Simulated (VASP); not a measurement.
Set up this calculation in VASP 6.6.1, as the native input.

| Item | Value |
| --- | --- |
| Task | single point |
| Functional | PBEsol |
| Dispersion | D3(BJ) |
| Potentials or basis | VASP PAW PBE potentials, release 64 (C) |
| Cutoff | 520 eV |
| k mesh | 21 × 21 × 8 |
| Occupations | gaussian, width 0.15 eV |
| Spin | no spin polarisation |
| Dipole correction | no |
| Further INCAR settings | ALGO = Normal; EDIFF = 1e-06; NBANDS = 16 |

The structure of C lies in POSCAR:

```
C
1.0
    2.6573105947      0.0000000000      0.0000000000
   -1.3286552974      2.3012984808      0.0000000000
    0.0000000000      0.0000000000      6.3055323102
C
4
Direct
    0.0000000000      0.0000000000      0.0025000000
    0.0000000000      0.0000000000      0.5025000000
    0.3333333333      0.6666666667      0.0025000000
    0.6666666667      0.3333333333      0.5025000000
```

These files were run (other wordings do the same):

INCAR

```
PREC = Accurate ; ENCUT = 520
EDIFF = 1E-6 ; ISMEAR = 0
SIGMA = 0.15 ; LREAL = False
LASPH = True ; NELM = 100
ALGO = Normal ; ISIF = 2
LWAVE = False ; LCHARG = False
GGA = PS ; IVDW = 12
NBANDS = 16
```

KPOINTS

```
regular mesh
0
Gamma
  21 21 8
```

Potentials or basis: VASP PAW PBE potentials, release 64 (C).

Launch:

```bash
$ cat potpaw_PBE.64/C/POTCAR > POTCAR
$ mpirun -np 1 vasp_std > vasp.out
```

Results of the run:

The pressure is -49.3 GPa, the band gap on the k mesh is zero (bands 8 and 9 overlap by 0.07 eV) and the dispersion energy per atom is -0.106 eV.

Caveat: the cell stands under tension; the PAW data sets were made with another functional, which shifts forces and pressure a little.

Wall time 2.1 min on 1 thread of Intel Xeon 8259CL (shared host), peak memory 0.24 GiB.
